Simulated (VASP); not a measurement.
# B3N2 (P-62m) in VASP: further runs, part 3 of 3

VASP 6.6.1.

## Step 6: Single point, PBE

This run uses another cell than the first one, of 8.83 Å³/atom.

INCAR

```
PREC = Accurate
ENCUT = 520
EDIFF = 1E-6
ISMEAR = 0
SIGMA = 0.1
LREAL = F
LASPH = T
NELM = 60
ALGO = Normal
ISIF = 2
LWAVE = F
LCHARG = F
GGA = PE
NBANDS = 18
```

KPOINTS

```
Automatic mesh
0
Gamma
  12 12 10
```

POSCAR

```
B3N2
1.0
    3.4473944759      0.0000000000      0.0000000000
   -1.7236972379      2.9855311930      0.0000000000
    0.0000000000      0.0000000000      4.2877180068
B N
3 2
Direct
    0.3344604659      0.0000000000      0.0000000000
    0.0000000000      0.3344604659      0.0000000000
    0.6655395341      0.6655395341      0.0000000000
    0.0000000000      0.0000000000      0.7580168508
    0.0000000000      0.0000000000      0.2419831492
```

Potentials or basis: VASP PAW PBE potentials, release 64 (B, N).

Command:

```console
> cat potpaw_PBE.64/B/POTCAR potpaw_PBE.64/N/POTCAR > POTCAR
> mpirun -np 1 vasp_std > vasp.out
```

OUTCAR:

```text
PREC = Accurate
   ENCUT = 520
   EDIFF = 1E-6
   ISMEAR = 0
   LREAL = F
   LASPH = T
   NELM = 60
   ISIF = 2
   GGA = PE

 ion  position               nearest neighbor table
   1  0.334  0.000  0.000-   4 1.55   5 1.55   3 1.99   3 1.99   2 1.99   2 1.99   2 2.00   3 2.00

   2  0.000  0.334  0.000-   4 1.55   5 1.55   3 1.99   1 1.99   3 1.99   1 1.99   1 2.00   3 2.00

   3  0.666  0.666  0.000-   4 1.55   5 1.55   1 1.99   2 1.99   1 1.99   2 1.99   2 2.00   1 2.00

   4  0.000  0.000  0.758-   2 1.55   1 1.55   3 1.55
   5  0.000  0.000  0.242-   2 1.55   1 1.55   3 1.55

  LATTYP: Found a hexagonal cell.
 ALAT       =     3.4473944759
 C/A-ratio  =     1.2437561285

  Lattice vectors:

 A1 = (   3.4473944759,   0.0000000000,   0.0000000000)
 A2 = (  -1.7236972379,   2.9855311930,   0.0000000000)
 A3 = (   0.0000000000,   0.0000000000,   4.2877180068)

Analysis of symmetry for initial positions (statically):
=====================================================================
 Subroutine PRICEL returns:
 Original cell was already a primitive cell.

 Routine SETGRP: Setting up the symmetry group for a
 hexagonal supercell.

 Subroutine GETGRP returns: Found 12 space group operations
 (whereof 12 operations were pure point group operations)
 out of a pool of 24 trial point group operations.

The static configuration has the point symmetry D_3h.

Analysis of symmetry for dynamics (positions and initial velocities):
=====================================================================
 Subroutine PRICEL returns:
 Original cell was already a primitive cell.

 Routine SETGRP: Setting up the symmetry group for a
 hexagonal supercell.

[... 126 lines left out ...]
   EFERMI_NEDOS =   21; number of points for ismear=-14 and -15
   IALGO  =     38    algorithm
   IMIX   =      4    mixing-type and parameters
     AMIX     =   0.40;   BMIX     =  1.00
     AMIX_MAG =   1.60;   BMIX_MAG =  1.00
  volume/ion in A,a.u.               =       8.83        59.56
  Fermi-wavevector in a.u.,A,eV,Ry     =   1.236174  2.336031 20.791434  1.528127
  Thomas-Fermi vector in A             =   2.370794
   LORBIT       =      0    0 simple, 1 ext, 2 COOP (PROOUT), +10 PAW based schemes
   GGA     = PE    functional components
   LHFCALC =     F    Hartree Fock is set to
   AEXX    =    0.0000 exact exchange contribution
   IVDW    =     0    specifies the selected vdW correction
   LEPSILON=     F    determine dielectric tensor
   LRPA    =     F    only Hartree local field effects (RPA)
 non-spin polarized calculation
 Gauss-broadening in eV      SIGMA  =   0.10
  energy-cutoff  :      520.00
  volume of cell :       44.13
 maximum number of plane-waves:      1206
 NGX is ok and might be reduce to    28
   NGX = 13   NGY = 13   NGZ = 15

 number of electron      19.0000003 magnetization

 Free energy of the ion-electron system (eV)
  ---------------------------------------------------
  ext. energy  EPLUGINS =         0.00000000
  ---------------------------------------------------
  free energy    TOTEN  =       -33.92850030 eV

  energy without entropy =      -33.92850006  energy(sigma->0) =      -33.92850018

 E-fermi :   4.1482     XC(G=0): -10.2596

 val. band max:        3.8290408738   @ k =   0.4167   0.1667   0.3000
 cond. band min:       4.4143955390   @ k =   0.0000   0.0000   0.0000
 fundamental gap:      0.5853546652
 Fermi energy:         4.1481756157

 k-point     1 :       0.0000    0.0000    0.0000
  band No.  band energies     occupation
      1     -16.5515      2.00000
      2     -10.5748      2.00000
      3      -3.6464      2.00000
      4      -3.3172      2.00000
      5      -3.0491      2.00000
      6      -3.0491      2.00000
[... 481 lines left out ...]
      5      -2.8211      2.00000
      6      -1.1583      2.00000
[... 10 lines left out ...]
     17      14.8583      0.00000
     18      15.4256      0.00000

 [... further k-points ...]

------------------------ aborting loop because EDIFF is reached ----------------------------------------

  FORCE on cell =-STRESS in cart. coord.  units (eV):
  Direction    XX          YY          ZZ          XY          YZ          ZX
  --------------------------------------------------------------------------------------
  -------------------------------------------------------------------------------------
  Total        0.0697862      0.0697862      0.1069673      0.0000000     -0.0000000      0.0000000
  in kB        2.5336198      2.5336198      3.8834971      0.0000000     -0.0000000      0.0000000
  external PRESSURE =       2.9835789 kB  Pullay stress =       0.0000000 kB

 VOLUME and BASIS-vectors are now :
 -----------------------------------------------------------------------------
  energy-cutoff  :      520.00
  volume of cell :       44.13
      direct lattice vectors                 reciprocal lattice vectors
     3.447394476  0.000000000  0.000000000     0.290074144  0.167474385  0.000000000
    -1.723697238  2.985531193  0.000000000     0.000000000  0.334948770  0.000000000
     0.000000000  0.000000000  4.287718007     0.000000000  0.000000000  0.233224293

 POSITION                                       TOTAL-FORCE (eV/Angst)
 -----------------------------------------------------------------------------------
      1.15302      0.00000      0.00000         0.062323      0.000000      0.000000
     -0.57651      0.99854      0.00000        -0.031162      0.053974      0.000000
      1.14719      1.98699      0.00000        -0.031162     -0.053974     -0.000000
      0.00000      0.00000      3.25016        -0.000000      0.000000     -0.087979
      0.00000      0.00000      1.03756        -0.000000      0.000000      0.087979
 -----------------------------------------------------------------------------------
    total drift:                                0.000000      0.000000     -0.000000

  FREE ENERGIE OF THE ION-ELECTRON SYSTEM (eV)
  ---------------------------------------------------
  free  energy   TOTEN  =       -33.9285002980 eV

  energy  without entropy=      -33.9285000616  energy(sigma->0) =      -33.92850018
```

OSZICAR:

```text
N       E                     dE             d eps       ncg     rms          rms(c)
DAV:   1     0.554650629413E+02    0.55465E+02   -0.91096E+03  4104   0.940E+02
DAV:   2    -0.320898840063E+02   -0.87555E+02   -0.83599E+02  5452   0.215E+02
DAV:   3    -0.356252763739E+02   -0.35354E+01   -0.35080E+01  5178   0.410E+01
DAV:   4    -0.356523006363E+02   -0.27024E-01   -0.27004E-01  5526   0.394E+00
DAV:   5    -0.356525846937E+02   -0.28406E-03   -0.28401E-03  5192   0.379E-01    0.830E+00
DAV:   6    -0.341069970198E+02    0.15456E+01   -0.27645E+00  5210   0.122E+01    0.401E+00
DAV:   7    -0.339467292802E+02    0.16027E+00   -0.47291E-01  4858   0.488E+00    0.228E+00
DAV:   8    -0.339256978737E+02    0.21031E-01   -0.99661E-02  5262   0.199E+00    0.454E-01
DAV:   9    -0.339275732217E+02   -0.18753E-02   -0.14248E-02  4502   0.885E-01    0.159E-01
DAV:  10    -0.339282634997E+02   -0.69028E-03   -0.14860E-03  4544   0.301E-01    0.623E-02
DAV:  11    -0.339284692416E+02   -0.20574E-03   -0.21414E-04  4830   0.109E-01    0.278E-02
DAV:  12    -0.339284986113E+02   -0.29370E-04   -0.43295E-05  4626   0.469E-02    0.579E-03
DAV:  13    -0.339285002657E+02   -0.16544E-05   -0.36127E-06  5012   0.149E-02    0.130E-03
DAV:  14    -0.339285002980E+02   -0.32317E-07   -0.20478E-07  3666   0.337E-03
   1 F= -.33928500E+02 E0= -.33928500E+02  d E =-.236434E-06
```

It took 62 s on 1 thread of Intel Xeon Platinum 8559C (Emerald Rapids), shared host; peak memory 0.2 GiB.

Results:

| Quantity | Value |
| --- | --- |
| Free energy | -33.9285 eV |
| Pressure | 0.3 GPa |
| Largest force | 0.088 eV/Å |
| Band gap on the k mesh | zero (an odd number of electrons rules out a gap without spin polarisation) |

Forces on the atoms (eV/Å):
```
B    0.062  0.000  0.000
B   -0.031  0.054  0.000
B   -0.031 -0.054  0.000
N    0.000  0.000 -0.088
N    0.000  0.000  0.088
```

Levels at points of the mesh, in eV from the Fermi level:
```csv
k point,band 6,band 7,band 8,band 9,band 10,band 11,band 12,band 13
"(0.00, 0.00, 0.00)",-7.20,-3.23,-3.23,-1.87,0.27,0.27,1.47,3.92
"(0.50, 0.00, 0.00)",-5.78,-5.59,-3.82,-1.06,1.78,4.02,5.83,6.65
"(0.00, 0.00, 0.50)",-3.72,-3.72,-3.37,-2.95,-1.84,0.46,0.46,2.60
"(0.50, 0.00, 0.50)",-5.40,-4.35,-3.27,-2.51,-0.59,4.29,4.69,7.79
```

## Step 7: Overview

```csv
task,spin,cell,k mesh,cutoff (eV),gap on the mesh (eV),pressure (GPa),moment (μB),largest force (eV/Å)
relaxation of cell and atoms,off,"relaxed from a = 3.398, b = 3.398, c = 5.153 Å, angles 90.0, 90.0, 120.0°, 5 atoms, atomic positions A",6 × 6 × 4,600,none,-0.2,-,0.01
single point,"collinear, ferromagnetic start","a = 3.448, b = 3.448, c = 4.401 Å, angles 90.0, 90.0, 120.0°, 5 atoms, atomic positions B",6 × 6 × 4,520,none,0.1,0.50,0.11
single point,"collinear, ferromagnetic start","a = 3.398, b = 3.398, c = 5.153 Å, angles 90.0, 90.0, 120.0°, 5 atoms, atomic positions A",6 × 6 × 4,520,none,-18.5,0.46,5.24
single point,off,"a = 3.447, b = 3.447, c = 4.313 Å, angles 90.0, 90.0, 120.0°, 5 atoms, atomic positions C",12 × 12 × 8,520,none,0.3,-,0.09
single point,off,"a = 3.447, b = 3.447, c = 4.288 Å, angles 90.0, 90.0, 120.0°, 5 atoms, atomic positions D",12 × 12 × 10,520,none,0.3,-,0.09
```

Alike in all rows: level PBE; potentials or basis VASP PAW PBE potentials, release 64 (B, N); smearing gaussian 0.1 eV.

Caveats: the cell stands under tension (at least some runs); forces of over 1 eV/Å act on the atoms, so gaps and moduli don't describe the material at rest (at least some runs).

Total energies depend on the potentials used, so only differences within one code and one set of settings carry meaning.
